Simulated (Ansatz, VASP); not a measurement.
C: VASP beside Ansatz

The input INCAR:

```
SYSTEM = C
PREC     = Accurate       ! precision mode
ENCUT    = 520            ! plane-wave cutoff, eV
EDIFF    = 1E-7           ! SCF threshold, eV
ISMEAR   = 0              ! smearing method
SIGMA    = 0.05           ! smearing width, eV
LREAL    = .FALSE.        ! projectors in reciprocal space
LASPH    = .TRUE.         ! aspherical terms in the spheres
NELM     = 60             ! most SCF steps
ALGO     = Normal         ! electronic algorithm
ISIF     = 2              ! what is computed and relaxed
LWAVE    = .FALSE.        ! write WAVECAR
LCHARG   = .TRUE.         ! write CHGCAR
LELF     = .TRUE.         ! ELF
LVHAR    = .TRUE.       
NBANDS   = 26             ! bands
```

File KPOINTS:

```
regular mesh
0
G
  6 6 10
  0 0 0
```

POSCAR

```
C
1.0
    2.1032727620     -4.3337146136      0.0000000000
    2.1032727620      4.3337146136      0.0000000000
    0.0000000000      0.0000000000      2.4856616114
C
8
Direct
    0.6482879639      0.9815881366      0.0000000000
    0.3517120361      0.0184118634      0.0000000000
    0.0184118634      0.3517120361      0.0000000000
    0.9815881366      0.6482879639      0.0000000000
    0.3914738128      0.1746723788      0.3762322778
    0.5954459046      0.7739231852      0.5000000000
    0.7739231852      0.5954459046      0.5000000000
    0.2260768148      0.4045540954      0.5000000000
```

Input for Ansatz:

```yaml
crystal:
  lattice:
    - [2.103272762, -4.3337146136, 0.0]
    - [2.103272762, 4.3337146136, 0.0]
    - [0.0, 0.0, 2.4856616114]
  atoms:
    - { symbol: C, position: [0.6482879639, 0.9815881366, 0.0] }
    - { symbol: C, position: [0.3517120361, 0.0184118634, 0.0] }
    - { symbol: C, position: [0.0184118634, 0.3517120361, 0.0] }
    - { symbol: C, position: [0.9815881366, 0.6482879639, 0.0] }
    - { symbol: C, position: [0.3914738128, 0.1746723788, 0.3762322778] }
    - { symbol: C, position: [0.5954459046, 0.7739231852, 0.5] }
    - { symbol: C, position: [0.7739231852, 0.5954459046, 0.5] }
    - { symbol: C, position: [0.2260768148, 0.4045540954, 0.5] }
basis:
  ecutwfc: 420
kpoints:
  mp_grid: { grid: [6, 6, 10] }
hamiltonian:
  xc: lda
scf:
  occupations: { method: gaussian, width: 0.05 }
output:
  forces: true
  stress: true
  eigenvalues: true
```

Alike in both runs: task single point; functional LDA; k mesh 6 × 6 × 10; occupations gaussian, width 0.05 eV; no spin polarisation.

|  | VASP | Ansatz |
| --- | --- | --- |
| version | VASP 6.6.1 | Ansatz 0.2.0 |
| potentials or method | VASP PAW LDA potentials, release 64 (C), cutoff 520 eV | scalar-relativistic, plane waves, PAW |
| valence electrons in the cell | 32 | 32 |

|  | VASP | Ansatz | Ansatz less VASP |
| --- | --- | --- | --- |
| gap on the k mesh at the Fermi level (eV) | 0.79 | 0.79 | +0.003 |
| least direct gap on the mesh (eV) | 1.32 | 1.32 | +0.001 |
| pressure (GPa) | 27.0 | 25.4 | -1.59 |
| traceless stress, the component that is largest in VASP (GPa) | 26.22 | 25.83 | -0.397 |
| rms of the force components (eV/Å) | 8.372 | 8.306 | -0.0658 |

LDA's correlation is that of Perdew and Zunger in VASP and of Perdew and Wang (1992) in Ansatz. Atom by atom the forces differ by 0.068 eV/Å (rms over components).
